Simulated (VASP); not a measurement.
Input of a VASP 6.6.1 run:

File INCAR:

```
PREC     = Accurate       # precision mode
ENCUT    = 520            # plane-wave cutoff, eV
EDIFF    = 1E-7           # SCF threshold, eV
ISMEAR   = 0              # smearing method
SIGMA    = 0.02           # smearing width, eV
LREAL    = False          # projectors in reciprocal space
LASPH    = True           # aspherical terms in the spheres
NELM     = 80             # most SCF steps
ALGO     = Normal         # electronic algorithm
ISIF     = 2              # what is computed and relaxed
LWAVE    = False          # write WAVECAR
LCHARG   = False          # write CHGCAR
GGA      = PE             # functional
NBANDS   = 12             # bands
```

KPOINTS

```
Automatic mesh
0
Gamma
  10 10 10
```

File POSCAR:

```
LiF
1.0
    0.0000000000      2.0340907784      2.0340907784
    2.0340907784      0.0000000000      2.0340907784
    2.0340907784      2.0340907784      0.0000000000
Li F
1 1
Direct
    0.0000000000      0.0000000000      0.0000000000
    0.5000000000      0.5000000000      0.5000000000
```

Potentials or basis: VASP PAW PBE potentials, release 64 (Li_sv, F).

Command:

```sh
$ cat potpaw_PBE.64/Li_sv/POTCAR potpaw_PBE.64/F/POTCAR > POTCAR
$ mpirun -np 1 vasp_std > vasp.out
```

Question: Predict the band gap on the k mesh.

Answer: 8.83 eV, direct.

 As with any semilocal functional, this PBE gap is likely too small.
